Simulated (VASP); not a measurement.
A run of VASP 6.6.1:

The input INCAR:

```
SYSTEM = Co
PREC = Accurate
ENCUT = 520
EDIFF = 1E-6
ISMEAR = -1
SIGMA = 0.05
LREAL = .FALSE.
LASPH = .TRUE.
NELM = 150
ALGO = Normal
ISIF = 2
LWAVE = .FALSE.
LCHARG = .TRUE.
ISPIN = 2
MAGMOM = 2.5 2.5
LORBIT = 11
NUPDOWN = 5.0
LMAXMIX = 4
GGA = PE
LELF = .TRUE.
LVHAR = .TRUE.
NBANDS = 20
```

The input KPOINTS:

```
Automatic mesh
0
G
  10 10 6
  0 0 0
```

Contents of POSCAR:

```
Co
1.0
    2.4719999032      0.0000000000      0.0000000000
   -1.2359999516      2.1408147143      0.0000000000
    0.0000000000      0.0000000000      4.0211440800
Co
2
Direct
    0.6666666667      0.3333333333      0.7500000000
    0.3333333333      0.6666666667      0.2500000000
```

Potentials or basis: VASP PAW PBE potentials, release 64 (Co).

Command:

```sh
$ cat potpaw_PBE.64/Co/POTCAR > POTCAR
$ mpirun -np 1 vasp_std > vasp.out
```

Hardware: 1 thread of Intel(R) Xeon(R) Platinum 8488C (Sapphire Rapids), with other jobs on the host.

Task: Estimate the wall time of this run.

Result: Run time: 38 s on 1 thread of Intel(R) Xeon(R) Platinum 8488C (Sapphire Rapids), with other jobs on the host, peak memory 0.15 GiB. Counts: scf iterations 13, k points 56.
